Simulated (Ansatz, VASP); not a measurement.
CuO: VASP beside Ansatz

```xyz
6
Lattice="4.1609 0.0000 0.0000 0.0000 4.1609 0.0000 0.0000 0.0000 3.8876" Properties=species:S:1:pos:R:3 pbc="T T T"
Cu    2.0805    0.0000    1.9438
Cu    0.0000    2.0805    1.9438
Cu    0.0000    0.0000    0.0000
O     0.0000    0.0000    1.9438
O     2.0805    0.0000    0.0000
O     0.0000    2.0805    0.0000
```

Alike in both runs: task single point; functional PBE; k mesh 7 × 7 × 7; occupations fermi-dirac, width 0.05 eV; no spin polarisation.

|  | VASP | Ansatz |
| --- | --- | --- |
| version | VASP 6.6.1 | Ansatz 0.2.0 |
| potentials or method | VASP PAW PBE potentials, release 64 (Cu_sv_GW, O) | Ansatz PAW |
| plane-wave cutoff (eV) | 700 | 420 |
| valence electrons in the cell | 75 | 75 |

|  | VASP | Ansatz | Ansatz less VASP |
| --- | --- | --- | --- |
| gap on the k mesh at the Fermi level (eV) | none | none | - |
| pressure (GPa) | -1.3 | 1.8 | +3.02 |
| traceless stress, the component that is largest in VASP (GPa) | -0.57 | -0.68 | -0.108 |

A gap of «none» marks a metal or a gap that the smearing closes.
